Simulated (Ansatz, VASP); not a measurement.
**NaI: VASP beside Ansatz**

```xyz
2
Lattice="0.0000 3.2297 3.2297 3.2297 0.0000 3.2297 3.2297 3.2297 0.0000" Properties=species:S:1:pos:R:3 pbc="T T T"
Na    0.0000    0.0000    0.0000
I     3.2297    3.2297    3.2297
```

Alike in both runs: task single point; functional r2SCAN; k mesh 6 × 6 × 6; no spin polarisation.

|  | VASP | Ansatz |
| --- | --- | --- |
| version | VASP 6.6.1 | Ansatz 0.2.0 |
| potentials or method | VASP PAW PBE potentials, release 64 (Na_pv, I) | plane waves, PAW |
| plane-wave cutoff (eV) | 520 | 500 |
| occupations | gaussian, width 0.01 eV | fixed |
| valence electrons in the cell | 14 | 26 |

Ansatz gave:

* gap on the k mesh at the Fermi level (eV): 4.45
* pressure (GPa): 0.0

Question: What did VASP give for the same quantities?

Answer: gap on the k mesh at the Fermi level (eV): 4.46; pressure (GPa): -0.1.

VASP's potentials were made for PBE, not for r2SCAN. VASP's potentials hold 14 valence electrons a cell and Ansatz's 26, so a difference there can come from the potentials and not from the codes.

Spin-orbit coupling is off throughout.
